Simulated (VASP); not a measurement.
# MgSi (P4mm) in VASP: notebook

MgSi is run at these levels: r2SCAN; tasks: single point.

Everything below comes from runs of VASP 6.6.1. Logs are shortened: lines on timing, memory, paths and dates and some standing lists are left out, and cuts for length are marked.

**1. The cell of the first run**

Symmetry: P4mm, No. 99, tetragonal system. The conventional cell has a = 2.908 Å, b = 2.908 Å, c = 4.103 Å, α = 90.00°, β = 90.00°, γ = 90.00°. Mg (site symmetry 4mm) has 8 Si at 2.87 to 2.94 Å and 4 Mg at 2.91 Å within 3.8 Å. Within 3.8 Å of Si (site symmetry 4mm) lie 8 Mg at 2.87 to 2.94 Å and 4 Si at 2.91 Å.

**2. Single point, r2SCAN (all Si atoms moved +0.050 Å, as atom 2 along Cartesian [0 0 1])**

File POSCAR:

```
MgSi
1.0
    2.9083940000      0.0000000000      0.0000000000
    0.0000000000      2.9083940000      0.0000000000
    0.0000000000      0.0000000000      4.1034270000
Mg Si
1 1
Direct
    0.0000000000      0.0000000000      0.0000000000
    0.5000000000      0.5000000000      0.5121849371
```

File INCAR.step1:

```
PREC     = Accurate       # precision mode
ENCUT    = 520            # plane-wave cutoff, eV
ISMEAR   = 0              # smearing method
SIGMA    = 0.15           # smearing width, eV
LREAL    = False          # projectors in reciprocal space
LASPH    = True           # aspherical terms in the spheres
NELM     = 100            # most SCF steps
NBANDS   = 10             # bands
GGA      = PE             # functional
ALGO     = Normal         # electronic algorithm
EDIFF    = 1E-4           # SCF threshold, eV
LWAVE    = True           # write WAVECAR
LCHARG   = False          # write CHGCAR
```

File INCAR.step2:

```
PREC     = Accurate       # precision mode
ENCUT    = 520            # plane-wave cutoff, eV
EDIFF    = 1E-7           # SCF threshold, eV
ISMEAR   = 0              # smearing method
SIGMA    = 0.15           # smearing width, eV
LREAL    = False          # projectors in reciprocal space
LASPH    = True           # aspherical terms in the spheres
NELM     = 100            # most SCF steps
ALGO     = Normal         # electronic algorithm
ISIF     = 2              # what is computed and relaxed
LWAVE    = False          # write WAVECAR
LCHARG   = True           # write CHGCAR
METAGGA  = R2SCAN         # meta-GGA
LMIXTAU  = True         
LELF     = True           # ELF
LVHAR    = True         
NBANDS   = 10             # bands
ISTART   = 1
```

File KPOINTS:

```
Automatic mesh
0
Gamma
  16 16 12
```

Potentials or basis: VASP PAW PBE potentials, release 64 (Mg, Si).

The run is started by

```console
$ cat potpaw_PBE.64/Mg/POTCAR potpaw_PBE.64/Si/POTCAR > POTCAR
$ cp INCAR.step1 INCAR
$ mpirun -np 1 vasp_std > vasp.out
$ cp INCAR.step2 INCAR
$ mpirun -np 1 vasp_std > vasp.out
```

OUTCAR:

```text
PREC = Accurate
   ENCUT = 520
   EDIFF = 1E-7
   ISMEAR = 0
   LREAL = False
   LASPH = True
   NELM = 100
   ISIF = 2
   METAGGA = R2SCAN
   ISTART = 1

 ion  position               nearest neighbor table
   1  0.000  0.000  0.000-   2 2.87   2 2.87   2 2.87   2 2.87   2 2.94   2 2.94   2 2.94   2 2.94

   2  0.500  0.500  0.512-   1 2.87   1 2.87   1 2.87   1 2.87   1 2.94   1 2.94   1 2.94   1 2.94

  LATTYP: Found a simple tetragonal cell.
 ALAT       =     2.9083940000
 C/A-ratio  =     1.4108910278

  Lattice vectors:

 A1 = (   2.9083940000,   0.0000000000,   0.0000000000)
 A2 = (   0.0000000000,   2.9083940000,   0.0000000000)
 A3 = (   0.0000000000,   0.0000000000,   4.1034270000)

Analysis of symmetry for initial positions (statically):
=====================================================================
 Subroutine PRICEL returns:
 Original cell was already a primitive cell.

 Routine SETGRP: Setting up the symmetry group for a
 simple tetragonal supercell.

 Subroutine GETGRP returns: Found  8 space group operations
 (whereof  8 operations were pure point group operations)
 out of a pool of 16 trial point group operations.

The static configuration has the point symmetry C_4v.

Analysis of symmetry for dynamics (positions and initial velocities):
=====================================================================
 Subroutine PRICEL returns:
 Original cell was already a primitive cell.

 Routine SETGRP: Setting up the symmetry group for a
 simple tetragonal supercell.

 Subroutine GETGRP returns: Found  8 space group operations
 (whereof  8 operations were pure point group operations)
 out of a pool of 16 trial point group operations.

The dynamic configuration has the point symmetry C_4v.

 Subroutine INISYM returns: Found  8 space group operations
 (whereof  8 operations are pure point group operations),
 and found     1 'primitive' translations

----------------------------------------------------------------------------------------

                                     Primitive cell

  volume of cell :      34.7099

  direct lattice vectors                    reciprocal lattice vectors
     2.908394000  0.000000000  0.000000000     0.343832369  0.000000000  0.000000000
     0.000000000  2.908394000  0.000000000     0.000000000  0.343832369  0.000000000
     0.000000000  0.000000000  4.103427000     0.000000000  0.000000000  0.243698743

  length of vectors
     2.908394000  2.908394000  4.103427000     0.343832369  0.343832369  0.243698743

  position of ions in fractional coordinates (direct lattice)
     0.000000000  0.000000000  0.000000000
     0.500000000  0.500000000  0.512184937

  ion indices of the primitive-cell ions
   primitive index   ion index
                 1           1
                 2           2

----------------------------------------------------------------------------------------

 KPOINTS: Automatic mesh

Automatic generation of k-mesh.
 Grid dimensions read from file:
 generate k-points for:   16   16   12

 Generating k-lattice:

  Cartesian coordinates                     Fractional coordinates (reciprocal lattice)
     0.021489523  0.000000000  0.000000000     0.062500000  0.000000000  0.000000000
     0.000000000  0.021489523  0.000000000     0.000000000  0.062500000  0.000000000
     0.000000000  0.000000000  0.020308229     0.000000000  0.000000000  0.083333333

  Length of vectors
     0.021489523  0.021489523  0.020308229

  Shift w.r.t. Gamma in fractional coordinates (k-lattice)
     0.000000000  0.000000000  0.000000000

 Subroutine IBZKPT returns following result:
 ===========================================

 Found    315 irreducible k-points:

 Following reciprocal coordinates:
            Coordinates               Weight
  0.000000  0.000000  0.000000      1.000000
  0.062500  0.000000  0.000000      4.000000
  0.125000  0.000000  0.000000      4.000000
  0.187500  0.000000  0.000000      4.000000
  0.250000  0.000000  0.000000      4.000000
  0.312500  0.000000  0.000000      4.000000
[... 16 lines left out ...]
  0.437500  0.125000  0.000000      8.000000
  0.500000  0.125000  0.000000      4.000000
 [... further k-points ...]
   k-points           NKPTS =    315   k-points in BZ     NKDIM =    315   number of bands    NBANDS=     10
   number of dos      NEDOS =    301   number of ions     NIONS =      2
   total plane-waves  NPLWV =  18432
   dimension x,y,z NGX =    24 NGY =   24 NGZ =   32
   dimension x,y,z NGXF=    48 NGYF=   48 NGZF=   64
   ions per type =               1   1
   NGX,Y,Z   is equivalent  to a cutoff of  13.72, 13.72, 12.96 a.u.
   NGXF,Y,Z  is equivalent  to a cutoff of  27.44, 27.44, 25.93 a.u.
 SYSTEM =  unknown system
   PREC   = accura    normal or accurate (medium, high low for compatibility)
   ISTART =      1    job   : 0-new  1-cont  2-samecut
   ICHARG =      0    charge: 1-file 2-atom 10-const
   ISPIN  =      1    spin polarized calculation?
[... 62 lines left out ...]
  band No.  band energies     occupation
      1      -5.7527      2.00000
      2       3.1176      2.00000
      3       5.2873      2.00000
      4      10.8311      0.00000
      5      10.8311      0.00000
      6      11.8623      0.00000
      7      15.4171      0.00000
      8      19.4310      0.00000
      9      19.4310      0.00000
     10      19.9325      0.00000

 k-point     2 :       0.0625    0.0000    0.0000
  band No.  band energies     occupation
      1      -5.6828      2.00000
      2       3.1795      2.00000
      3       5.3566      2.00000
      4       9.5771      0.00000
      5      10.8869      0.00000
      6      12.7492      0.00000
      7      15.9211      0.00000
      8      18.3056      0.00000
      9      19.2890      0.00000
     10      19.4974      0.00000

 k-point     3 :       0.1250    0.0000    0.0000
  band No.  band energies     occupation
      1      -5.4737      2.00000
      2       3.3643      2.00000
      3       5.5606      2.00000
      4       7.8566      0.00000
      5      11.0528      0.00000
      6      13.4936      0.00000
      7      16.5837      0.00000
      8      17.0276      0.00000
      9      18.4149      0.00000
     10      19.6959      0.00000

 k-point     4 :       0.1875    0.0000    0.0000
  band No.  band energies     occupation
      1      -5.1274      2.00000
      2       3.6692      2.00000
      3       5.8011      1.99994
      4       6.2551      0.79525
      5      11.3242      0.00000
      6      14.0252      0.00000
      7      14.8904      0.00000
      8      16.3534      0.00000
      9      19.6820      0.00000
     10      20.0231      0.00000

 k-point     5 :       0.2500    0.0000    0.0000
  band No.  band energies     occupation
      1      -4.6482      2.00000
      2       4.0870      2.00000
      3       4.4804      2.00000
      4       6.4343      0.05124
      5      11.6913      0.00000
      6      13.2968      0.00000
      7      14.4820      0.00000
      8      15.1231      0.00000
      9      20.4715      0.00000
     10      20.7531      0.00000

 k-point     6 :       0.3125    0.0000    0.0000
  band No.  band energies     occupation
      1      -4.0451      2.00000
      2       2.9840      2.00000
      3       4.6047      2.00000
      4       7.0300      0.00000
      5      11.8578      0.00000
      6      12.1335      0.00000
      7      13.6208      0.00000
      8      15.2743      0.00000
      9      19.5361      0.00000
     10      21.0296      0.00000
[... 183 lines left out ...]
 k-point    21 :       0.3125    0.1250    0.0000
  band No.  band energies     occupation
      1      -3.7690      2.00000
      2       3.2305      2.00000
      3       4.8553      2.00000
      4       7.2836      0.00000
      5       9.5468      0.00000
      6      12.1046      0.00000
      7      13.7992      0.00000
      8      16.5889      0.00000
      9      18.1126      0.00000
     10      18.2316      0.00000

 k-point    22 :       0.3750    0.1250    0.0000
  band No.  band energies     occupation
      1      -3.0656      2.00000
      2       1.8873      2.00000
      3       5.4364      2.00000
      4       7.9841      0.00000
      5      10.1004      0.00000
      6      10.8599      0.00000
      7      12.6022      0.00000
      8      15.4772      0.00000
      9      18.6948      0.00000
     10      18.7097      0.00000

 k-point    23 :       0.4375    0.1250    0.0000
  band No.  band energies     occupation
      1      -2.3386      2.00000
      2       0.7729      2.00000
      3       5.9796      1.98059
      4       8.7163      0.00000
      5       9.9144      0.00000
      6      10.6142      0.00000
      7      11.5560      0.00000
      8      14.6108      0.00000
      9      19.1471      0.00000
     10      19.2630      0.00000

 k-point    24 :       0.5000    0.1250    0.0000
  band No.  band energies     occupation
      1      -1.9323      2.00000
      2       0.2370      2.00000
      3       6.2337      0.95351
      4       9.1403      0.00000
      5       9.5258      0.00000
      6      10.8523      0.00000
      7      11.0219      0.00000
      8      14.2571      0.00000
      9      19.3435      0.00000
     10      19.5286      0.00000

 [... further k-points ...]
[... 5 lines left out ...]
  --------------------------------------------------------------------------------------
  -------------------------------------------------------------------------------------
  Total       -0.0846375     -0.0846375     -0.7936884      0.0000000      0.0000000      0.0000000
  in kB       -3.9067924     -3.9067924    -36.6359468      0.0000000      0.0000000      0.0000000
  external PRESSURE =     -14.8165105 kB  Pullay stress =       0.0000000 kB

 VOLUME and BASIS-vectors are now :
 -----------------------------------------------------------------------------
  energy-cutoff  :      520.00
  volume of cell :       34.71
      direct lattice vectors                 reciprocal lattice vectors
     2.908394000  0.000000000  0.000000000     0.343832369  0.000000000  0.000000000
     0.000000000  2.908394000  0.000000000     0.000000000  0.343832369  0.000000000
     0.000000000  0.000000000  4.103427000     0.000000000  0.000000000  0.243698743

 POSITION                                       TOTAL-FORCE (eV/Angst)
 -----------------------------------------------------------------------------------
      0.00000      0.00000      0.00000         0.000000      0.000000      0.188897
      1.45420      1.45420      2.10171         0.000000     -0.000000     -0.188897
 -----------------------------------------------------------------------------------
    total drift:                               -0.000000     -0.000000      0.000120

  FREE ENERGIE OF THE ION-ELECTRON SYSTEM (eV)
  ---------------------------------------------------
  free  energy   TOTEN  =       -12.6122416483 eV

  energy  without entropy=      -12.6031845563  energy(sigma->0) =      -12.60771310
```

Run time: 2.5 min. Hardware: 1 thread of AMD EPYC 9R45 (Zen 5), shared host; peak memory 0.22 GiB.

What came out:

```yaml
Free_energy: -12.6122 eV
Pressure: -1.5 GPa
Largest_force: 0.189 eV/Å
Band_gap_on_the_k_mesh: zero (band 3 reaches 11.34 eV, above the bottom of band 4 at 4.67 eV)
```

Forces on the atoms (eV/Å):
```
Mg   0.000  0.000  0.189
Si   0.000  0.000 -0.189
```

Stress tensor (GPa, compression positive):
```
-0.39  0.00  0.00
 0.00 -0.39  0.00
 0.00  0.00 -3.66
```

Levels at points of the mesh, in eV from the Fermi level:
```
           k point  band 1  band 2  band 3  band 4  band 5  band 6
(0.00, 0.00, 0.00)  -11.98   -3.11   -0.94    4.60    4.60    5.63
(0.50, 0.00, 0.00)   -8.44   -6.25   -0.25    2.68    3.06    4.56
(0.50, 0.50, 0.00)   -4.61   -3.40   -3.40    0.64    2.83    5.78
(0.00, 0.00, 0.50)  -10.91   -7.57    5.11    5.11    7.05    8.14
(0.50, 0.00, 0.50)   -7.47   -5.27   -4.17   -1.52    7.58   10.53
(0.50, 0.50, 0.50)   -3.48   -2.59   -2.59   -0.80    1.25    1.25
```

Caveat: the cell differs from its parent crystal (all Si atoms moved +0.050 Å, as atom 2 along Cartesian [0 0 1]); the PAW data sets were made with another functional, which shifts forces and pressure a little.

**3. Single point, r2SCAN (all Si atoms moved +0.125 Å, as atom 2 along Cartesian [0 0 1])**

POSCAR: that of step 2 with these lines changed.

```diff
@@ -9,2 +9,2 @@
     0.0000000000      0.0000000000      0.0000000000
-    0.5000000000      0.5000000000      0.5121849371
+    0.5000000000      0.5000000000      0.5304623428
```

File INCAR.step1:

```
PREC = Accurate ; ENCUT = 520
ISMEAR = 0 ; SIGMA = 0.15
LREAL = False ; LASPH = True
NELM = 100 ; NBANDS = 10
GGA = PE ; ALGO = Normal
EDIFF = 1E-4 ; LWAVE = True
LCHARG = False
```

File INCAR.step2:

```
PREC = Accurate ; ENCUT = 520
EDIFF = 1E-6 ; ISMEAR = 0
SIGMA = 0.15 ; LREAL = False
LASPH = True ; NELM = 100
ALGO = Normal ; ISIF = 2
LWAVE = False ; LCHARG = False
METAGGA = R2SCAN ; LMIXTAU = True
NBANDS = 10 ; ISTART = 1
```

KPOINTS is that of step 2.

Potentials or basis: VASP PAW PBE potentials, release 64 (Mg, Si).

The run is started by

```console
$ cat potpaw_PBE.64/Mg/POTCAR potpaw_PBE.64/Si/POTCAR > POTCAR
$ cp INCAR.step1 INCAR
$ mpirun -np 1 vasp_std > vasp.out
$ cp INCAR.step2 INCAR
$ mpirun -np 1 vasp_std > vasp.out
```

Run time: 2.4 min. Hardware: 1 thread of AMD EPYC 9R45 (Zen 5), shared host; peak memory 0.22 GiB.

The run converged. Its results:

```yaml
Free_energy: -12.5874 eV
Pressure: -1.0 GPa
Largest_force: 0.476 eV/Å
Band_gap_on_the_k_mesh: zero (band 3 reaches 11.31 eV, above the bottom of band 4 at 4.69 eV)
```

Forces in eV/Å, atoms in the order of the input:
```
Mg   0.000  0.000  0.476
Si   0.000  0.000 -0.476
```

Stress tensor (GPa, compression positive):
```
 0.04  0.00  0.00
 0.00  0.04  0.00
 0.00  0.00 -3.22
```

Levels at points of the mesh, in eV from the Fermi level:
| k point | band 1 | band 2 | band 3 | band 4 | band 5 | band 6 | band 7 | band 8 |
| --- | --- | --- | --- | --- | --- | --- | --- | --- |
| (0.00, 0.00, 0.00) | -11.99 | -3.09 | -0.94 | 4.59 | 4.59 | 5.62 | 9.19 | 13.23 |
| (0.50, 0.00, 0.00) | -8.44 | -6.26 | -0.24 | 2.69 | 3.08 | 4.56 | 6.94 | 10.74 |
| (0.50, 0.50, 0.00) | -4.62 | -3.41 | -3.41 | 0.65 | 2.82 | 5.80 | 5.80 | 6.73 |
| (0.00, 0.00, 0.50) | -10.93 | -7.54 | 5.09 | 5.09 | 6.98 | 8.12 | 8.88 | 9.28 |
| (0.50, 0.00, 0.50) | -7.49 | -5.29 | -4.14 | -1.49 | 7.55 | 10.51 | 10.96 | 11.63 |
| (0.50, 0.50, 0.50) | -3.50 | -2.62 | -2.62 | -0.77 | 1.28 | 1.28 | 1.52 | 5.94 |

Caveat: the cell differs from its parent crystal (all Si atoms moved +0.125 Å, as atom 2 along Cartesian [0 0 1]); the PAW data sets were made with another functional, which shifts forces and pressure a little.

**4. Single point, r2SCAN (all Si atoms moved -0.100 Å, as atom 2 along Cartesian [0 0 1])**

POSCAR: that of step 3 with these lines changed.

```diff
@@ -9,2 +9,2 @@
     0.0000000000      0.0000000000      0.0000000000
-    0.5000000000      0.5000000000      0.5304623428
+    0.5000000000      0.5000000000      0.4756301257
```

File INCAR.step1:

```
SYSTEM = MgSi
ALGO = Normal
EDIFF = 1E-4
ENCUT = 520
GGA = PE
ISMEAR = 0
LASPH = .TRUE.
LCHARG = .FALSE.
LREAL = .FALSE.
LWAVE = .TRUE.
NBANDS = 10
NELM = 100
PREC = Accurate
SIGMA = 0.15
```

File INCAR.step2:

```
SYSTEM = MgSi
ALGO = Normal
EDIFF = 1E-6
ENCUT = 520
ISIF = 2
ISMEAR = 0
ISTART = 1
LASPH = .TRUE.
LCHARG = .FALSE.
LMIXTAU = .TRUE.
LREAL = .FALSE.
LWAVE = .FALSE.
METAGGA = R2SCAN
NBANDS = 10
NELM = 100
PREC = Accurate
SIGMA = 0.15
```

File KPOINTS:

```
k-points
0
G
  16 16 12
  0 0 0
```

The run is started by

```console
$ cat potpaw_PBE.64/Mg/POTCAR potpaw_PBE.64/Si/POTCAR > POTCAR
$ cp INCAR.step1 INCAR
$ mpirun -np 1 vasp_std > vasp.out
$ cp INCAR.step2 INCAR
$ mpirun -np 1 vasp_std > vasp.out
```

It took 2.2 min on 1 thread of Intel Xeon 6975P-C, shared host; peak memory 0.25 GiB.

The run converged. Its results:

```
Free energy            : -12.5980 eV
Pressure               : -1.2 GPa
Largest force          : 0.379 eV/Å
Band gap on the k mesh : zero (band 3 reaches 11.32 eV, above the bottom of band 4 at 4.68 eV)
```

Forces in eV/Å, atoms in the order of the input:
```
Mg   0.000  0.000 -0.379
Si   0.000  0.000  0.379
```

Stress tensor (GPa, compression positive):
```
-0.14  0.00  0.00
 0.00 -0.14  0.00
 0.00  0.00 -3.41
```

Levels at points of the mesh, in eV from the Fermi level:
```csv
k point,band 1,band 2,band 3,band 4,band 5,band 6
"(0.00, 0.00, 0.00)",-11.98,-3.10,-0.94,4.59,4.59,5.62
"(0.50, 0.00, 0.00)",-8.44,-6.25,-0.24,2.68,3.07,4.56
"(0.50, 0.50, 0.00)",-4.62,-3.41,-3.41,0.64,2.82,5.79
"(0.00, 0.00, 0.50)",-10.92,-7.55,5.10,5.10,7.01,8.13
"(0.50, 0.00, 0.50)",-7.48,-5.28,-4.16,-1.51,7.56,10.51
"(0.50, 0.50, 0.50)",-3.49,-2.61,-2.61,-0.78,1.27,1.27
```

Caveat: the cell differs from its parent crystal (all Si atoms moved -0.100 Å, as atom 2 along Cartesian [0 0 1]); the PAW data sets were made with another functional, which shifts forces and pressure a little.
